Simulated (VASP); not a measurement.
Input of a VASP 6.6.1 run:

POSCAR

```
TaF3
1.0
    3.9012000000      0.0000000000      0.0000000000
    0.0000000000      3.9012000000      0.0000000000
    0.0000000000      0.0000000000      3.9012000000
Ta F
1 3
Direct
    0.0000000000      0.0000000000      0.0000000000
    0.0000000000      0.0000000000      0.5000000000
    0.0000000000      0.5000000000      0.0000000000
    0.5000000000      0.0000000000      0.0000000000
```

File INCAR.step1:

```
SYSTEM = TaF3
PREC     = Accurate       ! precision mode
ENCUT    = 520            ! plane-wave cutoff, eV
EDIFF    = 1E-5           ! SCF threshold, eV
ISMEAR   = -1             ! smearing method
SIGMA    = 0.05           ! smearing width, eV
LREAL    = .False.        ! projectors in reciprocal space
LASPH    = .True.         ! aspherical terms in the spheres
NELM     = 100            ! most SCF steps
ALGO     = Normal         ! electronic algorithm
ISIF     = 2              ! what is computed and relaxed
LWAVE    = .True.         ! write WAVECAR
LCHARG   = .False.        ! write CHGCAR
GGA      = PE             ! functional
NBANDS   = 24             ! bands
```

INCAR.step2

```
SYSTEM = TaF3
PREC     = Accurate       ! precision mode
ENCUT    = 520            ! plane-wave cutoff, eV
EDIFF    = 1E-6           ! SCF threshold, eV
ISMEAR   = -1             ! smearing method
SIGMA    = 0.05           ! smearing width, eV
LREAL    = .False.        ! projectors in reciprocal space
LASPH    = .True.         ! aspherical terms in the spheres
NELM     = 100            ! most SCF steps
ALGO     = Normal         ! electronic algorithm
ISIF     = 2              ! what is computed and relaxed
LWAVE    = .False.        ! write WAVECAR
LCHARG   = .False.        ! write CHGCAR
GGA      = PE             ! functional
LHFCALC  = .True.         ! exact exchange
AEXX     = 1.0            ! exact-exchange fraction
ALDAC    = 0.0          
AGGAC    = 0.0          
PRECFOCK = Normal       
ISTART   = 1            
NBANDS   = 24             ! bands
```

KPOINTS

```
Automatic mesh
0
Gamma
  4 4 4
  0 0 0
```

Potentials or basis: VASP PAW PBE potentials, release 64 (Ta_pv, F).

Launch:

```sh
$ cat potpaw_PBE.64/Ta_pv/POTCAR potpaw_PBE.64/F/POTCAR > POTCAR
$ cp INCAR.step1 INCAR
$ mpirun -np 1 vasp_std > vasp.out
$ cp INCAR.step2 INCAR
$ mpirun -np 1 vasp_std > vasp.out
```

(1) Estimate the band gap on the k mesh.

(2) Predict the pressure.

Results:

(1) zero (bands 16 and 17 overlap by 8.51 eV).

(2) 24.4 GPa.

Caveat: the k points lie up to 0.40 Å⁻¹ apart, too coarse for converged energies and pressures of a metal; the PAW data sets were made with another functional, which shifts forces and pressure a little; spin-orbit coupling is left out, which moves the levels of the heavy elements.
